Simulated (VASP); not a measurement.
Pb:

```
Pb
1.0
     0.00000    3.39387    3.39387
     3.39387    0.00000    3.39387
     3.39387    3.39387    0.00000
Pb
2
Direct
  0.00000 0.00000 0.00000
  0.25000 0.25000 0.25000
```

This isn't the form of Pb at room conditions, which is fcc.

```yaml
Program: VASP 6.6.1
Task: relaxation of cell and atoms
Functional: r2SCAN
Potentials_or_basis: VASP PAW PBE potentials, release 64 (Pb_d)
Cutoff: 600 eV
k_mesh: 12 × 12 × 12
Occupations: gaussian, width 0.1 eV
Spin: no spin polarisation
```

At the start: pressure 2.6 GPa; volume 39.09 Å³/atom.

Problem. How do energy, volume and symmetry change on relaxing?

Solution. Over 3 steps the energy falls by 21.6 meV/atom and the volume is 41.98 Å³/atom (+7.4 %); space group Fd-3m (No. 227, to 0.1 Å) before and after.

Step by step:
```tsv
step	energy change (eV)	largest force (eV/Å)	pressure (GPa)	volume (Å³)
1	0.0000	0.0000	2.56	78.18
2	-0.0408	0.0000	-0.50	85.46
3	-0.0432	0.0000	0.01	83.96
```

Final structure:
```
Pb
1.0
     0.00000    3.47554    3.47554
     3.47554    0.00000    3.47554
     3.47554    3.47554    0.00000
Pb
2
Cartesian
  0.0000 0.0000 0.0000
  1.7378 1.7378 1.7378
```

Caveat: the PAW data sets were made with another functional, which shifts forces and pressure a little.
